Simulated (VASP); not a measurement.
Wanted: the native input for a VASP 6.6.1 run.

```
Task                   : single point
Functional             : PBE
Potentials or basis    : VASP PAW PBE potentials, release 64 (Ga_d, Sb)
Cutoff                 : 520 eV
k mesh                 : 18 × 18 × 18
Occupations            : gaussian, width 0.15 eV
Spin                   : no spin polarisation
Dipole correction      : no
Further INCAR settings : ALGO = Normal; EDIFF = 1e-07; NBANDS = 16
```

The structure of GaSb lies in POSCAR:

```
GaSb
1.0
   -1.5767182178      2.6875130270      2.9859934065
    1.5767182178     -2.6875130270      2.9859934065
    1.5767182178      2.6875130270     -2.9859934065
Ga Sb
1 1
Direct
    0.0000000000      0.0000000000      0.0000000000
    0.5000000000      0.5000000000      0.0000000000
```

One way to write it, as run:

INCAR

```
SYSTEM = GaSb
PREC = Accurate ; ENCUT = 520
EDIFF = 1E-7 ; ISMEAR = 0
SIGMA = 0.15 ; LREAL = .False.
LASPH = .True. ; NELM = 100
ALGO = Normal ; ISIF = 2
LWAVE = .False. ; LCHARG = .True.
GGA = PE ; LELF = .True.
LVHAR = .True. ; NBANDS = 16
```

KPOINTS

```
Automatic mesh
0
Gamma
  18 18 18
  0 0 0
```

Potentials or basis: VASP PAW PBE potentials, release 64 (Ga_d, Sb).

Run with:

```sh
$ cat potpaw_PBE.64/Ga_d/POTCAR potpaw_PBE.64/Sb/POTCAR > POTCAR
$ mpirun -np 1 vasp_std > vasp.out
```

It gave:

```json
{
  "Pressure": "-2.3 GPa",
  "Band gap on the k mesh": "zero (bands 9 and 10 overlap by 4.57 eV)"
}
```

Caveat: spin-orbit coupling is left out, which moves the levels of the heavy elements.

It took 5.5 min on 1 thread of AMD EPYC 9R45 96-Core Processor (Zen 5), with other jobs on the host, peak memory 0.75 GiB.
